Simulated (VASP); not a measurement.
# Si (a cell with a defect) in VASP: single point with PBE

Aim: the single point of Si (a cell with a defect) with PBE.

All numbers are computed with VASP 6.6.1; they aren't measurements. Logs are shortened: lines on timing, memory, paths and dates and some standing lists are left out, and cuts for length are marked.

## (1) The cell of the first run

The cell holds a defect, 53 atoms: a = 11.604 Å, b = 11.604 Å, c = 11.604 Å, α = 60.00°, β = 60.00°, γ = 60.00°.

## (2) Single point, PBE

INCAR reads:

```
ALGO     = Normal         # electronic algorithm
EDIFF    = 1E-6           # SCF threshold, eV
ENCUT    = 400            # plane-wave cutoff, eV
GGA      = PE             # functional
GGA_COMPAT= False        
ISIF     = 2              # what is computed and relaxed
ISMEAR   = 0              # smearing method
LASPH    = True           # aspherical terms in the spheres
LCHARG   = False          # write CHGCAR
LREAL    = Auto         
LWAVE    = False          # write WAVECAR
NBANDS   = 138            # bands
NELM     = 120            # most SCF steps
PREC     = Accurate       # precision mode
SIGMA    = 0.02           # smearing width, eV
```

KPOINTS reads:

```
k-points
0
Gamma
  2 2 2
```

POSCAR reads:

```
Si
1.0
    8.2051406440      0.0000000000      8.2051406440
    8.2051406440      8.2051406440      0.0000000000
    0.0000000000      8.2051406440      8.2051406440
Si
53
Direct
    0.2083332967      0.2083332967      0.2083332967
    0.2476282965      0.5787719195      0.2476282965
    0.2503958298      0.9335574285      0.2503957079
    0.5787719195      0.2476281746      0.2476282965
    0.5810050926      0.5810050926      0.2499590914
    0.5837453260      0.9165231684      0.2492127300
    0.9335575504      0.2503958298      0.2503957079
    0.9165231684      0.5837453260      0.2492127300
    0.9190461599      0.9190461599      0.2501771864
    0.2476282965      0.2476282965      0.5787719195
    0.2499590304      0.5810051536      0.5810051536
    0.2492127300      0.9165232902      0.5837452041
    0.5810051536      0.2499590304      0.5810051536
    0.5829617319      0.5829617319      0.5829618537
    0.5831375972      0.9162078173      0.5831375972
    0.9165232902      0.2492127300      0.5837452041
    0.9162078173      0.5831375972      0.5831375972
    0.9170153598      0.9170153598      0.5836640964
    0.2503958298      0.2503957079      0.9335574285
    0.2492127300      0.5837452041      0.9165232902
    0.2501772473      0.9190460989      0.9190460989
    0.5837452650      0.2492126691      0.9165232293
    0.5831375363      0.5831375363      0.9162078782
    0.5836641574      0.9170152989      0.9170152989
    0.9190460989      0.2501772473      0.9190460989
    0.9170153598      0.5836640964      0.9170153598
    0.9171368081      0.9171368081      0.9171366862
    0.1662708854      0.4831092082      0.1662710073
    0.1690384187      0.8378947173      0.1690384187
    0.4831091473      0.1662709464      0.1662709464
    0.4976205378      0.4976205378      0.1664894679
    0.5001435293      0.8329213717      0.1674539243
    0.8378947782      0.1690384797      0.1690383578
    0.8329213107      0.5001434684      0.1674539852
    0.8356615441      0.8356615441      0.1667076238
    0.1662709464      0.1662709464      0.4831092692
    0.1664894679      0.4976205378      0.4976205378
    0.1674539243      0.8329214936      0.5001434074
    0.4976205378      0.1664894679      0.4976205378
    0.4995298896      0.4995298896      0.4995298896
    0.4996513988      0.8330025403      0.4996512769
    0.8329213717      0.1674539243      0.5001434074
    0.8330025403      0.4996513988      0.4996512769
    0.8335291004      0.8335291004      0.5004588804
    0.1690383578      0.1690383578      0.8378947782
    0.1674538633      0.5001434684      0.8329214326
    0.1667076238      0.8356615441      0.8356615441
    0.5001434684      0.1674538633      0.8329214326
    0.4996513988      0.4996512769      0.8330025403
    0.5004588804      0.8335291004      0.8335291004
    0.8356615441      0.1667076238      0.8356615441
    0.8335291004      0.5004588804      0.8335291004
    0.8337049049      0.8337049049      0.8337049049
```

Potentials or basis: VASP PAW PBE potentials, release 64 (Si).

Started as:

```sh
$ cat potpaw_PBE.64/Si/POTCAR > POTCAR
$ mpirun -np 1 vasp_std > vasp.out
```

OUTCAR:

```text
EDIFF = 1E-6
   ENCUT = 400
   GGA = PE
   ISIF = 2
   ISMEAR = 0
   LASPH = True
   LREAL = Auto
   NELM = 120
   PREC = Accurate

 ion  position               nearest neighbor table
   1  0.208  0.208  0.208-   7 2.79   3 2.79  19 2.79  30 2.79  28 2.79  36 2.79
   2  0.248  0.579  0.248-  31 2.37  37 2.37  28 2.45  29 2.46
   3  0.250  0.934  0.250-  38 2.37  32 2.37  29 2.45   1 2.79
   4  0.579  0.248  0.248-  39 2.37  31 2.37  30 2.45  33 2.46
   5  0.581  0.581  0.250-  40 2.36  31 2.37  34 2.39  32 2.39
   6  0.584  0.917  0.249-  32 2.36  41 2.37  30 2.37  35 2.39
   7  0.934  0.250  0.250-  34 2.37  42 2.37  33 2.45   1 2.79
[... 44 lines left out ...]
  52  0.834  0.500  0.834-  26 2.37  25 2.37  17 2.37  23 2.37
  53  0.834  0.834  0.834-  24 2.37  18 2.37  26 2.37  27 2.37

  LATTYP: Found a face centered cubic cell.
 ALAT       =    16.4102812880

  Lattice vectors:

 A1 = (   8.2051406440,   0.0000000000,   8.2051406440)
 A2 = (   8.2051406440,   8.2051406440,   0.0000000000)
 A3 = (   0.0000000000,   8.2051406440,   8.2051406440)

Analysis of symmetry for initial positions (statically):
=====================================================================
 Subroutine PRICEL returns:
 Original cell was already a primitive cell.

 Routine SETGRP: Setting up the symmetry group for a
 face centered cubic supercell.

 Subroutine GETGRP returns: Found 12 space group operations
 (whereof  6 operations were pure point group operations)
 out of a pool of 48 trial point group operations.

The static configuration has the point symmetry C_3v.
 The point group associated with its full space group is D_3d.

Analysis of symmetry for dynamics (positions and initial velocities):
=====================================================================
 Subroutine PRICEL returns:
 Original cell was already a primitive cell.

 Routine SETGRP: Setting up the symmetry group for a
 face centered cubic supercell.

 Subroutine GETGRP returns: Found 12 space group operations
 (whereof  6 operations were pure point group operations)
 out of a pool of 48 trial point group operations.

The dynamic configuration has the point symmetry C_3v.
 The point group associated with its full space group is D_3d.

 Subroutine INISYM returns: Found 12 space group operations
 (whereof  6 operations are pure point group operations),
 and found     1 'primitive' translations

----------------------------------------------------------------------------------------
[... 180 lines left out ...]
   ISIF   =      2    stress and relaxation
   ISYM   =      2    0-nonsym 1-usesym 2-fastsym
   POTIM  = 0.5000    time-step for ionic-motion
   TEBEG  =    0.0;   TEEND  =   0.0 temperature during run
   PSTRESS=    0.0 pullay stress
   NELECT =     212.0000    total number of electrons
   NUPDOWN=      -1.0000    fix difference up-down
   EMIN   =  10.00;   EMAX   =-10.00  energy-range for DOS
   EFERMI =   0.00;   METHOD = LEGACY
   ISMEAR =     0;   SIGMA  =   0.02  broadening in eV -4-tet -1-fermi 0-gaus
   EFERMI_NEDOS =   21; number of points for ismear=-14 and -15
   IALGO  =     38    algorithm
   IMIX   =      4    mixing-type and parameters
     AMIX     =   0.40;   BMIX     =  1.00
     AMIX_MAG =   1.60;   BMIX_MAG =  1.00
  volume/ion in A,a.u.               =      20.85       140.67
  Fermi-wavevector in a.u.,A,eV,Ry     =   0.944258  1.784389 12.131274  0.891624
  Thomas-Fermi vector in A             =   2.072045
   LORBIT       =      0    0 simple, 1 ext, 2 COOP (PROOUT), +10 PAW based schemes
   GGA     = PE    functional components
   LHFCALC =     F    Hartree Fock is set to
   AEXX    =    0.0000 exact exchange contribution
   IVDW    =     0    specifies the selected vdW correction
   LEPSILON=     F    determine dielectric tensor
   LRPA    =     F    only Hartree local field effects (RPA)
 non-spin polarized calculation
 Gauss-broadening in eV      SIGMA  =   0.02
  energy-cutoff  :      400.00
  volume of cell :     1104.81
 maximum number of plane-waves:     20107
 NGX is ok and might be reduce to    80
   NGX = 37   NGY = 37   NGZ = 37

 number of electron     212.0000001 magnetization

 Free energy of the ion-electron system (eV)
  ---------------------------------------------------
  ext. energy  EPLUGINS =         0.00000000
  ---------------------------------------------------
  free energy    TOTEN  =      -283.38232247 eV

  energy without entropy =     -283.37845554  energy(sigma->0) =     -283.38038900

 E-fermi :   5.5940     XC(G=0):  -9.2762

 val. band max:        5.2416302878   @ k =   0.0000   0.0000   0.0000
 cond. band min:       5.6001375144   @ k =   0.5000   0.5000   0.0000
 fundamental gap:      0.3585072266
 Fermi energy:         5.5940340007

 k-point     1 :       0.0000    0.0000    0.0000
  band No.  band energies     occupation
      1      -6.2707      2.00000
      2      -5.0167      2.00000
      3      -4.9879      2.00000
      4      -4.9879      2.00000
      5      -4.9798      2.00000
      6      -4.9177      2.00000
[... 473 lines left out ...]
    117       7.5696      0.00000
    118       7.5864      0.00000
 [bands above 118 left out]

------------------------ aborting loop because EDIFF is reached ----------------------------------------

  FORCE on cell =-STRESS in cart. coord.  units (eV):
  Direction    XX          YY          ZZ          XY          YZ          ZX
  --------------------------------------------------------------------------------------
  -------------------------------------------------------------------------------------
  Total      -12.2152063    -12.2152063    -12.2152063     -3.2435313     -3.2435313     -3.2435313
  in kB      -17.7142718    -17.7142718    -17.7142718     -4.7037106     -4.7037106     -4.7037106
  external PRESSURE =     -17.7142718 kB  Pullay stress =       0.0000000 kB

 VOLUME and BASIS-vectors are now :
 -----------------------------------------------------------------------------
  energy-cutoff  :      400.00
  volume of cell :     1104.81
      direct lattice vectors                 reciprocal lattice vectors
     8.205140644  0.000000000  8.205140644     0.060937408 -0.060937408  0.060937408
     8.205140644  8.205140644  0.000000000     0.060937408  0.060937408 -0.060937408
     0.000000000  8.205140644  8.205140644    -0.060937408  0.060937408  0.060937408

 POSITION                                       TOTAL-FORCE (eV/Angst)
 -----------------------------------------------------------------------------------
      3.41881      3.41881      3.41881        -0.000000     -0.000000     -0.000000
      6.78073      6.78073      4.06365         0.000287      0.000287      0.006742
      9.71450      9.71450      4.10907        -0.004900     -0.004900      0.004712
      6.78073      4.06365      6.78073         0.000287      0.006742      0.000287
      9.53446      6.81818      6.81818        -0.000389      0.000455      0.000455
     12.30991      9.56503      6.83454        -0.003244     -0.001312      0.002663
[... 45 lines left out ...]
     10.94556     10.94556     13.67845        -0.001995     -0.001995      0.001005
     13.68133     13.68133     13.68133         0.000307      0.000307      0.000307
 -----------------------------------------------------------------------------------
    total drift:                               -0.000053     -0.000236     -0.000456

  FREE ENERGIE OF THE ION-ELECTRON SYSTEM (eV)
  ---------------------------------------------------
  free  energy   TOTEN  =      -283.3823224692 eV

  energy  without entropy=     -283.3784555397  energy(sigma->0) =     -283.38038900
```

Run time: 31 min. Hardware: 1 thread of Oxide Virtual Turin-like, shared host; peak memory 0.98 GiB.

What came out:

* Free energy: -283.3823 eV
* Pressure: -1.8 GPa
* Largest force: 0.008 eV/Å
* Band gap on the k mesh: zero (bands 106 and 107 overlap by 0.39 eV)

Forces in eV/Å, atoms in the order of the input:
```
Si   0.000  0.000  0.000
Si   0.000  0.000  0.007
Si  -0.005 -0.005  0.005
Si   0.000  0.007  0.000
Si   0.000  0.000  0.000
Si  -0.003 -0.001  0.003
Si  -0.005  0.005 -0.005
Si  -0.003  0.003 -0.001
Si  -0.002 -0.001 -0.001
Si   0.007  0.000  0.000
Si   0.000  0.000  0.000
Si  -0.001 -0.003  0.003
Si   0.000  0.000  0.000
Si   0.000  0.000  0.000
Si   0.002  0.002 -0.001
Si  -0.001  0.003 -0.003
Si   0.002 -0.001  0.002
Si  -0.002  0.001  0.001
Si   0.005 -0.005 -0.005
Si   0.003 -0.003 -0.001
Si  -0.001 -0.002 -0.001
Si   0.003 -0.001 -0.003
Si  -0.001  0.002  0.002
Si   0.001 -0.002  0.001
Si  -0.001 -0.001 -0.002
Si   0.001  0.001 -0.002
Si   0.001  0.001  0.001
Si   0.005  0.005 -0.005
Si   0.000  0.000 -0.007
Si   0.005 -0.005  0.005
Si   0.002  0.001  0.001
Si   0.003 -0.003  0.001
Si   0.000 -0.007  0.000
Si   0.003  0.001 -0.003
Si   0.000  0.000  0.000
Si  -0.005  0.005  0.005
Si   0.001  0.002  0.001
Si  -0.003  0.003  0.001
Si   0.001  0.001  0.002
Si  -0.001 -0.001 -0.001
Si  -0.001 -0.001  0.002
Si  -0.003  0.001  0.003
Si  -0.001  0.002 -0.001
Si   0.001 -0.002 -0.002
Si  -0.007  0.000  0.000
Si   0.001  0.003 -0.003
Si   0.000  0.000  0.000
Si   0.001 -0.003  0.003
Si   0.002 -0.001 -0.001
Si  -0.002  0.001 -0.002
Si   0.000  0.000  0.000
Si  -0.002 -0.002  0.001
Si   0.000  0.000  0.000
```

The gap in the log of VASP goes by the Fermi energy; the results here count the filled bands.